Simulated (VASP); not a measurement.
# Y in VASP: further runs

Y is run at these levels: PBE; tasks: single point, relaxation of cell and atoms.

All numbers are computed with VASP 6.6.1; they aren't measurements. Logs are shortened: lines on timing, memory, paths and dates and some standing lists are left out, and cuts for length are marked.

## 1. The cell of the first run

It takes space group P6_3/mmc (No. 194, hexagonal). The conventional cell has a = 3.652 Å, b = 3.652 Å, c = 5.701 Å, α = 90.00°, β = 90.00°, γ = 120.00°. Within 4.7 Å of Y (site symmetry -6m2) lie 12 Y at 3.55 to 3.65 Å.

## 2. Single point, PBE

INCAR

```
  PREC = Accurate
  ENCUT = 520
  EDIFF = 1E-7
  ISMEAR = -1
  SIGMA = 0.1
  LREAL = F
  LASPH = T
  NELM = 100
  ALGO = Normal
  ISIF = 2
  LWAVE = F
  LCHARG = F
  GGA = PE
  NBANDS = 18
```

KPOINTS

```
regular mesh
0
Gamma
  10 10 6
```

POSCAR

```
Y
1.0
    1.8259954025      3.1627168115      0.0000000000
   -1.8259954025      3.1627168115      0.0000000000
    0.0000000000      0.0000000000      5.7013006508
Y
2
Direct
    0.3333333333      0.3333333333      0.2500000000
    0.6666666667      0.6666666667      0.7500000000
```

Potentials or basis: VASP PAW PBE potentials, release 64 (Y_sv).

Command:

```
$ cat potpaw_PBE.64/Y_sv/POTCAR > POTCAR
$ mpirun -np 1 vasp_std > vasp.out
```

OUTCAR:

```text
PREC = Accurate
   ENCUT = 520
   EDIFF = 1E-7
   ISMEAR = -1
   LREAL = F
   LASPH = T
   NELM = 100
   ISIF = 2
   GGA = PE

 ion  position               nearest neighbor table
   1  0.333  0.333  0.250-   2 3.55   2 3.55   2 3.55   2 3.55   2 3.55   2 3.55
   2  0.667  0.667  0.750-   1 3.55   1 3.55   1 3.55   1 3.55   1 3.55   1 3.55

  LATTYP: Found a hexagonal cell.
 ALAT       =     3.6519908050
 C/A-ratio  =     1.5611486872

  Lattice vectors:

 A1 = (   1.8259954025,  -3.1627168115,   0.0000000000)
 A2 = (   1.8259954025,   3.1627168115,   0.0000000000)
 A3 = (   0.0000000000,   0.0000000000,   5.7013006508)

Analysis of symmetry for initial positions (statically):
=====================================================================
 Subroutine PRICEL returns:
 Original cell was already a primitive cell.

 Routine SETGRP: Setting up the symmetry group for a
 hexagonal supercell.

 Subroutine GETGRP returns: Found 24 space group operations
 (whereof 12 operations were pure point group operations)
 out of a pool of 24 trial point group operations.

The static configuration has the point symmetry D_3d.
 The point group associated with its full space group is D_6h.

Analysis of symmetry for dynamics (positions and initial velocities):
=====================================================================
 Subroutine PRICEL returns:
 Original cell was already a primitive cell.

 Routine SETGRP: Setting up the symmetry group for a
 hexagonal supercell.

 Subroutine GETGRP returns: Found 24 space group operations
 (whereof 12 operations were pure point group operations)
 out of a pool of 24 trial point group operations.

The dynamic configuration has the point symmetry D_3d.
 The point group associated with its full space group is D_6h.

 Subroutine INISYM returns: Found 24 space group operations
 (whereof 12 operations are pure point group operations),
 and found     1 'primitive' translations

----------------------------------------------------------------------------------------

                                     Primitive cell

  volume of cell :      65.8512

  direct lattice vectors                    reciprocal lattice vectors
     1.825995403  3.162716812  0.000000000     0.273823252  0.158091928  0.000000000
    -1.825995403  3.162716812  0.000000000    -0.273823252  0.158091928  0.000000000
     0.000000000  0.000000000  5.701300651     0.000000000  0.000000000  0.175398573

  length of vectors
     3.651990805  3.651990805  5.701300651     0.316183857  0.316183857  0.175398573

  position of ions in fractional coordinates (direct lattice)
     0.333333333  0.333333333  0.250000000
     0.666666667  0.666666667  0.750000000

  ion indices of the primitive-cell ions
   primitive index   ion index
                 1           1
                 2           2

----------------------------------------------------------------------------------------

 KPOINTS: regular mesh

Automatic generation of k-mesh.
 Grid dimensions read from file:
 generate k-points for:   10   10    6

 Generating k-lattice:

  Cartesian coordinates                     Fractional coordinates (reciprocal lattice)
     0.027382325  0.015809193  0.000000000     0.100000000  0.000000000  0.000000000
    -0.027382325  0.015809193  0.000000000     0.000000000  0.100000000  0.000000000
     0.000000000  0.000000000  0.029233096     0.000000000  0.000000000  0.166666667

  Length of vectors
     0.031618386  0.031618386  0.029233096

  Shift w.r.t. Gamma in fractional coordinates (k-lattice)
     0.000000000  0.000000000  0.000000000

 Subroutine IBZKPT returns following result:
 ===========================================

 Found     56 irreducible k-points:

 Following reciprocal coordinates:
            Coordinates               Weight
  0.000000  0.000000  0.000000      1.000000
  0.100000  0.000000  0.000000      6.000000
  0.200000  0.000000  0.000000      6.000000
  0.300000 -0.000000  0.000000      6.000000
  0.400000  0.000000  0.000000      6.000000
  0.500000  0.000000  0.000000      3.000000
[... 16 lines left out ...]
  0.400000  0.100000  0.166667     24.000000
  0.500000  0.100000  0.166667     24.000000
 [... further k-points ...]
   k-points           NKPTS =     56   k-points in BZ     NKDIM =     56   number of bands    NBANDS=     18
   number of dos      NEDOS =    301   number of ions     NIONS =      2
   total plane-waves  NPLWV =  32928
   dimension x,y,z NGX =    28 NGY =   28 NGZ =   42
   dimension x,y,z NGXF=    56 NGYF=   56 NGZF=   84
   ions per type =               2
   NGX,Y,Z   is equivalent  to a cutoff of  12.75, 12.75, 12.25 a.u.
   NGXF,Y,Z  is equivalent  to a cutoff of  25.49, 25.49, 24.49 a.u.
 SYSTEM =  unknown system
   PREC   = accura    normal or accurate (medium, high low for compatibility)
   ISTART =      0    job   : 0-new  1-cont  2-samecut
   ICHARG =      2    charge: 1-file 2-atom 10-const
   ISPIN  =      1    spin polarized calculation?
   LNONCOLLINEAR =      F non collinear calculations
   LSORBIT =      F    spin-orbit coupling
   LASPH  =      T    aspherical Exc in radial PAW
   ENCUT  =  520.0 eV  38.22 Ry    6.18 a.u.   6.79  6.79 10.60*2*pi/ulx,y,z
   NELM   =    100;   NELMIN=  2; NELMDL= -5     # of ELM steps
   EDIFF  = 0.1E-06   stopping-criterion for ELM
   LREAL  =      F    real-space projection
   EDIFFG = 0.1E-05   stopping-criterion for IOM
   NSW    =      0    number of steps for IOM
   IBRION =     -1    ionic relax: 0-MD 1-quasi-New 2-CG
   NFREE  =      0    steps in history (QN), initial steepest desc. (CG)
   ISIF   =      2    stress and relaxation
   ISYM   =      2    0-nonsym 1-usesym 2-fastsym
   POTIM  = 0.5000    time-step for ionic-motion
   TEBEG  =    0.0;   TEEND  =   0.0 temperature during run
   PSTRESS=    0.0 pullay stress
   NELECT =      22.0000    total number of electrons
   NUPDOWN=      -1.0000    fix difference up-down
   EMIN   =  10.00;   EMAX   =-10.00  energy-range for DOS
   EFERMI =   0.00;   METHOD = LEGACY
   ISMEAR =    -1;   SIGMA  =   0.10  broadening in eV -4-tet -1-fermi 0-gaus
   EFERMI_NEDOS =   21; number of points for ismear=-14 and -15
   IALGO  =     38    algorithm
   IMIX   =      4    mixing-type and parameters
     AMIX     =   0.40;   BMIX     =  1.00
     AMIX_MAG =   1.60;   BMIX_MAG =  1.00
  volume/ion in A,a.u.               =      32.93       222.19
  Fermi-wavevector in a.u.,A,eV,Ry     =   1.135955  2.146643 17.556869  1.290393
  Thomas-Fermi vector in A             =   2.272660
   LORBIT       =      0    0 simple, 1 ext, 2 COOP (PROOUT), +10 PAW based schemes
   GGA     = PE    functional components
   LHFCALC =     F    Hartree Fock is set to
   AEXX    =    0.0000 exact exchange contribution
   IVDW    =     0    specifies the selected vdW correction
   LEPSILON=     F    determine dielectric tensor
   LRPA    =     F    only Hartree local field effects (RPA)
 non-spin polarized calculation
  energy-cutoff  :      520.00
  volume of cell :       65.85
 maximum number of plane-waves:      1784
   NGX = 13   NGY = 13   NGZ = 21

 number of electron      22.0000000 magnetization

 Free energy of the ion-electron system (eV)
  ---------------------------------------------------
  ext. energy  EPLUGINS =         0.00000000
  ---------------------------------------------------
  free energy    TOTEN  =       -12.92968231 eV

  energy without entropy =      -12.80949679  energy(sigma->0) =      -12.86958955

 E-fermi :   2.9848     XC(G=0):  -9.4171

 val. band max:        2.9612277258   @ k =   0.4000   0.0000   0.0000
 cond. band min:       2.9909439476   @ k =   0.4000   0.0000   0.1667
 fundamental gap:      0.0297162218
 Fermi energy:         2.9847894804

 k-point     1 :       0.0000    0.0000    0.0000
  band No.  band energies     occupation
      1     -39.7049      2.00000
      2     -39.6311      2.00000
      3     -19.9820      2.00000
      4     -19.5081      2.00000
      5     -19.5081      2.00000
      6     -19.4173      2.00000
[... 10 lines left out ...]
     17       5.7429      0.00000
     18       5.7429      0.00000

 k-point     2 :       0.1000    0.0000    0.0000
  band No.  band energies     occupation
      1     -39.7001      2.00000
      2     -39.6295      2.00000
      3     -19.9645      2.00000
      4     -19.5427      2.00000
      5     -19.5200      2.00000
      6     -19.4538      2.00000
[... 10 lines left out ...]
     17       5.5263      0.00000
     18       5.5501      0.00000

 k-point     3 :       0.2000    0.0000    0.0000
  band No.  band energies     occupation
      1     -39.6871      2.00000
      2     -39.6257      2.00000
      3     -19.9154      2.00000
      4     -19.6337      2.00000
      5     -19.5499      2.00000
      6     -19.5461      2.00000
[... 10 lines left out ...]
     17       5.8986      0.00000
     18       6.0540      0.00000

 k-point     4 :       0.3000   -0.0000    0.0000
  band No.  band energies     occupation
      1     -39.6698      2.00000
      2     -39.6221      2.00000
      3     -19.8447      2.00000
      4     -19.7469      2.00000
      5     -19.6548      2.00000
      6     -19.5850      2.00000
[... 10 lines left out ...]
     17       6.5812      0.00000
     18       6.8431      0.00000

 k-point     5 :       0.4000    0.0000    0.0000
  band No.  band energies     occupation
      1     -39.6537      2.00000
      2     -39.6213      2.00000
      3     -19.8386      2.00000
      4     -19.7709      2.00000
      5     -19.7388      2.00000
      6     -19.6124      2.00000
[... 10 lines left out ...]
     17       7.5283      0.00000
     18       7.7098      0.00000

 k-point     6 :       0.5000    0.0000    0.0000
  band No.  band energies     occupation
      1     -39.6464      2.00000
      2     -39.6221      2.00000
      3     -19.8735      2.00000
      4     -19.7702      2.00000
      5     -19.7326      2.00000
      6     -19.6226      2.00000
[... 10 lines left out ...]
     17       8.3266      0.00000
     18       8.4858      0.00000

 k-point     7 :       0.2000    0.1000    0.0000
  band No.  band energies     occupation
      1     -39.6912      2.00000
      2     -39.6268      2.00000
      3     -19.9312      2.00000
      4     -19.5965      2.00000
      5     -19.5621      2.00000
      6     -19.4999      2.00000
[... 10 lines left out ...]
     17       5.6383      0.00000
     18       5.9690      0.00000

 k-point     8 :       0.3000    0.1000    0.0000
  band No.  band energies     occupation
      1     -39.6760      2.00000
      2     -39.6231      2.00000
      3     -19.8709      2.00000
      4     -19.6897      2.00000
      5     -19.6405      2.00000
      6     -19.5550      2.00000
[... 10 lines left out ...]
     17       6.1331      0.00000
     18       6.7192      0.00000
[... 229 lines left out ...]
     17       7.4911      0.00000
     18       7.5408      0.00000

 k-point    20 :       0.5000    0.0000    0.1667
  band No.  band energies     occupation
      1     -39.6447      2.00000
      2     -39.6238      2.00000
      3     -19.9049      2.00000
      4     -19.8064      2.00000
      5     -19.6805      2.00000
      6     -19.6127      2.00000
[... 10 lines left out ...]
     17       8.0674      0.00000
     18       8.3087      0.00000

 k-point    21 :       0.2000    0.1000    0.1667
  band No.  band energies     occupation
      1     -39.6869      2.00000
      2     -39.6311      2.00000
      3     -19.9044      2.00000
      4     -19.5844      2.00000
      5     -19.5658      2.00000
      6     -19.5184      2.00000
[... 10 lines left out ...]
     17       5.8378      0.00000
     18       6.1606      0.00000

 k-point    22 :       0.3000    0.1000    0.1667
  band No.  band energies     occupation
      1     -39.6725      2.00000
      2     -39.6267      2.00000
      3     -19.8652      2.00000
      4     -19.6745      2.00000
      5     -19.6449      2.00000
      6     -19.5628      2.00000
[... 10 lines left out ...]
     17       6.3041      0.00000
     18       6.7268      0.00000

 k-point    23 :       0.4000    0.1000    0.1667
  band No.  band energies     occupation
      1     -39.6565      2.00000
      2     -39.6237      2.00000
      3     -19.8536      2.00000
      4     -19.7558      2.00000
      5     -19.6923      2.00000
      6     -19.6043      2.00000
[... 10 lines left out ...]
     17       7.2142      0.00000
     18       7.4154      0.00000

 k-point    24 :       0.5000    0.1000    0.1667
  band No.  band energies     occupation
      1     -39.6448      2.00000
      2     -39.6237      2.00000
      3     -19.8862      2.00000
      4     -19.7929      2.00000
      5     -19.6881      2.00000
      6     -19.6198      2.00000
[... 10 lines left out ...]
     17       7.7561      0.00000
     18       7.9997      0.00000

 [... further k-points ...]

------------------------ aborting loop because EDIFF is reached ----------------------------------------

  FORCE on cell =-STRESS in cart. coord.  units (eV):
  Direction    XX          YY          ZZ          XY          YZ          ZX
  --------------------------------------------------------------------------------------
  -------------------------------------------------------------------------------------
  Total       -0.0361347     -0.0361347     -0.0512960     -0.0000000      0.0000000      0.0000000
  in kB       -0.8791654     -0.8791654     -1.2480455     -0.0000000      0.0000000      0.0000000
  external PRESSURE =      -1.0021254 kB  Pullay stress =       0.0000000 kB

 VOLUME and BASIS-vectors are now :
 -----------------------------------------------------------------------------
  energy-cutoff  :      520.00
  volume of cell :       65.85
      direct lattice vectors                 reciprocal lattice vectors
     1.825995403  3.162716812  0.000000000     0.273823252  0.158091928  0.000000000
    -1.825995403  3.162716812  0.000000000    -0.273823252  0.158091928  0.000000000
     0.000000000  0.000000000  5.701300651     0.000000000  0.000000000  0.175398573

 POSITION                                       TOTAL-FORCE (eV/Angst)
 -----------------------------------------------------------------------------------
      0.00000      2.10848      1.42533        -0.000000     -0.000000     -0.000000
      0.00000      4.21696      4.27598         0.000000      0.000000      0.000000
 -----------------------------------------------------------------------------------
    total drift:                                0.000000     -0.000000     -0.000000

  FREE ENERGIE OF THE ION-ELECTRON SYSTEM (eV)
  ---------------------------------------------------
  free  energy   TOTEN  =       -12.9296823056 eV

  energy  without entropy=      -12.8094967930  energy(sigma->0) =      -12.86958955
```

It took 49 s on 1 thread of Oxide Virtual Turin-like, shared host; peak memory 0.19 GiB.

What came out:

```yaml
Free_energy: -12.9297 eV
Pressure: -0.1 GPa
Band_gap_on_the_k_mesh: zero (band 11 reaches 3.96 eV, above the bottom of band 12 at 2.51 eV)
```

## 3. Relaxation of cell and atoms, PBE

This run uses another cell than the first one, of 34.43 Å³/atom, 1.046 times its volume.

INCAR

```
PREC = Accurate
ENCUT = 600
EDIFF = 1E-7
ISMEAR = -1
SIGMA = 0.1
LREAL = F
LASPH = T
NELM = 60
ALGO = Normal
ISIF = 3
LWAVE = F
LCHARG = F
GGA = PE
IBRION = 2
NSW = 60
EDIFFG = -0.03
```

KPOINTS

```
Automatic mesh
0
Gamma
  10 10 6
```

POSCAR

```
Y
1.0
    1.8483130000      3.2013710000      0.0000000000
   -1.8483130000      3.2013710000      0.0000000000
    0.0000000000      0.0000000000      5.8184280000
Y
2
Direct
    0.3333000000      0.3334000000      0.2500000000
    0.6666000000      0.6667000000      0.7500000000
```

Potentials or basis: VASP PAW PBE potentials, release 64 (Y_sv).

Command:

```
$ cat potpaw_PBE.64/Y_sv/POTCAR > POTCAR
$ mpirun -np 1 vasp_std > vasp.out
```

Wall time 6.6 min (1 thread of Oxide Virtual Turin-like, shared host); peak memory 0.29 GiB.

The run converged. Its results:

```
Free energy                            : -12.9299 eV
Relaxed volume                         : 32.86 Å³/atom
Relaxed cell                           : a = 3.648 Å, b = 3.648 Å, c = 5.704 Å, α = 90.00°, β = 90.00°, γ = 60.00°
Space group after relaxing (to 0.05 Å) : P6_3/mmc (No. 194)
Energy gained by relaxing              : 9.3 meV/atom
Ionic steps                            : 5
Pressure after relaxing                : 0.0 GPa
Band gap on the k mesh                 : zero (band 11 reaches 3.96 eV, above the bottom of band 12 at 2.53 eV)
```

Stress tensor (GPa, compression positive):
```
 0.02  0.00  0.00
 0.00  0.02  0.00
 0.00  0.00 -0.11
```

The path:
```csv
step,energy change (eV),largest force (eV/Å),pressure (GPa),volume (Å³)
1,0.0000,0.0002,-1.76,68.86
2,-0.0179,0.0002,0.32,65.16
3,-0.0184,0.0002,0.02,65.65
4,-0.0184,0.0002,-0.01,65.71
5,-0.0185,0.0002,-0.03,65.72
```

Final structure:
```
Y
1.0
     1.82385    3.15905    0.00000
    -1.82385    3.15905    0.00000
     0.00000    0.00000    5.70356
Y
2
Cartesian
  -0.0002 2.1061 1.4259
  -0.0002 4.2120 4.2777
```

Levels at points of the mesh, in eV from the Fermi level:
```
           k point  band 7  band 8  band 9  band 10  band 11  band 12  band 13  band 14  band 15
(0.00, 0.00, 0.00)  -22.40  -22.36   -4.68    -1.85     0.91     1.75     1.75     2.08     2.36
(0.50, 0.00, 0.00)  -22.52  -22.45   -1.67    -1.18    -0.81    -0.11     1.41     1.46     2.08
(0.50, 0.50, 0.00)  -22.52  -22.45   -1.67    -1.18    -0.80    -0.11     1.41     1.46     2.08
(0.00, 0.00, 0.50)  -22.44  -22.44   -3.24    -3.24     0.97     0.97     1.66     1.66     1.66
(0.50, 0.00, 0.50)  -22.51  -22.51   -1.64    -1.64     0.08     0.08     1.38     1.38     2.76
(0.50, 0.50, 0.50)  -22.51  -22.51   -1.64    -1.64     0.08     0.08     1.38     1.38     2.76
```
